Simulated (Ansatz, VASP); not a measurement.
**One calculation of CdS, two programs**

```xyz
2
Lattice="2.8241 2.8241 0.0000 -2.8241 2.8241 0.0000 0.0000 2.8241 2.8241" Properties=species:S:1:pos:R:3 pbc="T T T"
Cd    0.0000    0.0000    0.0000
S     1.4121    4.2362    1.4121
```

Alike in both runs: task single point; functional PBEsol; k mesh 8 × 8 × 8; non-collinear spin, spin-orbit coupling.

|  | VASP | Ansatz |
| --- | --- | --- |
| version | VASP 6.6.1 | Ansatz 0.2.0 |
| potentials or method | VASP PAW PBE potentials, release 64 (Cd, S), cutoff 520 eV | all-electron LAPW |
| occupations | gaussian, width 0.01 eV | fixed |

Ansatz gave:

| Property | Result |
| --- | --- |
| pressure (GPa) | 6.9 |

What did VASP give for the same quantities?

Pressure (GPa): 7.5.

VASP's potentials were made for PBE, not for PBEsol. Ansatz ran all-electron here, and VASP with PAW potentials.
